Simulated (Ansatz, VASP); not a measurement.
C in VASP and in Ansatz

The input INCAR:

```
SYSTEM = C
PREC     = Accurate       ! precision mode
ENCUT    = 600            ! plane-wave cutoff, eV
EDIFF    = 1E-6           ! SCF threshold, eV
ISMEAR   = 0              ! smearing method
SIGMA    = 0.15           ! smearing width, eV
LREAL    = .FALSE.        ! projectors in reciprocal space
LASPH    = .TRUE.         ! aspherical terms in the spheres
NELM     = 120            ! most SCF steps
ALGO     = Normal         ! electronic algorithm
ISIF     = 2              ! what is computed and relaxed
LWAVE    = .FALSE.        ! write WAVECAR
LCHARG   = .TRUE.         ! write CHGCAR
GGA      = PS             ! functional
LELF     = .TRUE.         ! ELF
LVHAR    = .TRUE.       
NBANDS   = 16             ! bands
GGA_COMPAT= .FALSE.
```

KPOINTS

```
Automatic mesh
0
G
  18 18 6
  0 0 0
```

The input POSCAR:

```
C
1.0
    1.2294745828     -2.1290849001      0.0000000000
    1.2294745828      2.1290849001      0.0000000000
    0.0000000000      0.0000000000      7.3778161753
C
4
Direct
   -0.0552741361      0.7780825579      0.7498447213
    0.7219174421      0.5552741361      0.2501552787
    1.0552741361      0.2219174421      0.2501552787
    0.2780825579      0.4447258639      0.7498447213
```

Input for Ansatz:

```yaml
crystal:
  lattice:
    - [1.2294745828, -2.1290849001, 0.0]
    - [1.2294745828, 2.1290849001, 0.0]
    - [0.0, 0.0, 7.3778161753]
  atoms:
    - { symbol: C, position: [-0.0552741361, 0.7780825579, 0.7498447213] }
    - { symbol: C, position: [0.7219174421, 0.5552741361, 0.2501552787] }
    - { symbol: C, position: [1.0552741361, 0.2219174421, 0.2501552787] }
    - { symbol: C, position: [0.2780825579, 0.4447258639, 0.7498447213] }
basis:
  ecutwfc: 520.0
kpoints:
  mp_grid: { grid: [18, 18, 6] }
hamiltonian:
  xc: pbesol
  pseudopotentials: { kind: paw, azcp: { folder: soft_1 } }
scf:
  occupations: { method: gaussian, width: 0.15 }
output:
  forces: true
  stress: true
  eigenvalues: true
```

Change from the starting cell: mode 1 frozen in at +0.000 Å and mode 5 at -0.341 Å (largest displacements).

Alike in both runs: task single point; functional PBEsol; k mesh 18 × 18 × 6; occupations gaussian, width 0.15 eV; no spin polarisation.

```csv
,VASP,Ansatz
version,VASP 6.6.1,Ansatz 0.2.0
potentials or method,"VASP PAW PBE potentials, release 64 (C), cutoff 600 eV","scalar-relativistic, plane waves, PAW"
valence electrons in the cell,16,16
```

|  | VASP | Ansatz | Ansatz less VASP |
| --- | --- | --- | --- |
| gap on the k mesh at the Fermi level (eV) | none | none | - |
| pressure (GPa) | 0.4 | 0.1 | -0.29 |
| traceless stress, the component that is largest in VASP (GPa) | -0.23 | 0.34 | +0.570 |
| rms of the force components (eV/Å) | 0.005 | 0.005 | 0.0000 |

VASP's potentials were made for PBE, not for PBEsol, and Ansatz warns of the same on its side. Atom by atom the forces differ by 0.000 eV/Å (rms over components). A gap of «none» marks a metal or a gap that the smearing closes.
